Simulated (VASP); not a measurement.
Input of a VASP 6.6.1 run:

INCAR

```
SYSTEM = C
PREC     = Accurate       ! precision mode
ENCUT    = 520            ! plane-wave cutoff, eV
EDIFF    = 1E-7           ! SCF threshold, eV
ISMEAR   = 0              ! smearing method
SIGMA    = 0.1            ! smearing width, eV
LREAL    = Auto         
LASPH    = .True.         ! aspherical terms in the spheres
NELM     = 60             ! most SCF steps
ALGO     = Normal         ! electronic algorithm
ISIF     = 2              ! what is computed and relaxed
LWAVE    = .False.        ! write WAVECAR
LCHARG   = .False.        ! write CHGCAR
GGA      = PE             ! functional
NBANDS   = 46             ! bands
```

Contents of KPOINTS:

```
regular mesh
0
Gamma
  1 1 1
  0 0 0
```

The input POSCAR:

```
C
1.0
   -4.9330655670      0.0000000001      0.0000000000
    2.4665327835     -4.2721600996      0.0000000000
    0.0000000000      0.0000000000      8.4654494173
C
16
Direct
    0.5000000000      0.5000000000      0.2500000000
    0.5000000000      0.0000000000      0.2500000000
    0.0000000000      0.5000000000      0.2500000000
    0.0000000000      0.0000000000      0.2500000000
    0.5000000000      0.5000000000      0.7500000000
    0.5000000000      0.0000000000      0.7500000000
    0.0000000000      0.5000000000      0.7500000000
    0.0000000000      0.0000000000      0.7500000000
    0.3333333333      0.1666666667      0.2500000000
    0.3333333333      0.6666666667      0.2500000000
    0.8333333333      0.1666666667      0.2500000000
    0.8333333333      0.6666666667      0.2500000000
    0.1666666667      0.3333333333      0.7500000000
    0.1666666667      0.8333333333      0.7500000000
    0.6666666667      0.3333333333      0.7500000000
    0.6666666667      0.8333333333      0.7500000000
```

Potentials or basis: VASP PAW PBE potentials, release 64 (C).

Run with:

```bash
$ cat potpaw_PBE.64/C/POTCAR > POTCAR
$ mpirun -np 1 vasp_gam > vasp.out
```

Question: Estimate the pressure.

Answer: 11.0 GPa.

Stress tensor (GPa, compression positive):
```
16.67  0.00  0.00
 0.00 16.67  0.00
 0.00  0.00 -0.34
```

Caveat: the k points lie up to 1.47 Å⁻¹ apart; this functional lacks dispersion, which binds the layers, so the pressure and a relaxed spacing across them are unreliable.
